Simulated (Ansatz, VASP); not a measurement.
# Two plane-wave programs on Ag

```
Ag
1.0
     0.00000    1.99966    1.99966
     1.99966    0.00000    1.99966
     1.99966    1.99966    0.00000
Ag
1
Direct
  0.00000 0.00000 0.00000
```

Alike in both runs: task single point; functional LDA; k mesh 13 × 13 × 13; occupations fermi-dirac, width 0.1 eV; no spin polarisation.

|  | VASP | Ansatz |
| --- | --- | --- |
| version | VASP 6.6.1 | Ansatz 0.2.0 |
| potentials or method | VASP PAW LDA potentials, release 64 (Ag), cutoff 520 eV | plane waves (500 eV) with PAW, scalar-relativistic |
| valence electrons in the cell | 11 | 19 |

VASP gave:

- pressure (GPa): 0.2

Which values does Ansatz return?

Pressure (GPa): 0.0.

Ansatz warns that its potentials were made for another functional, while VASP's fit it. LDA's correlation is that of Perdew and Zunger in VASP and of Perdew and Wang (1992) in Ansatz. VASP's potentials hold 11 valence electrons a cell and Ansatz's 19, so a difference there can come from the potentials and not from the codes.
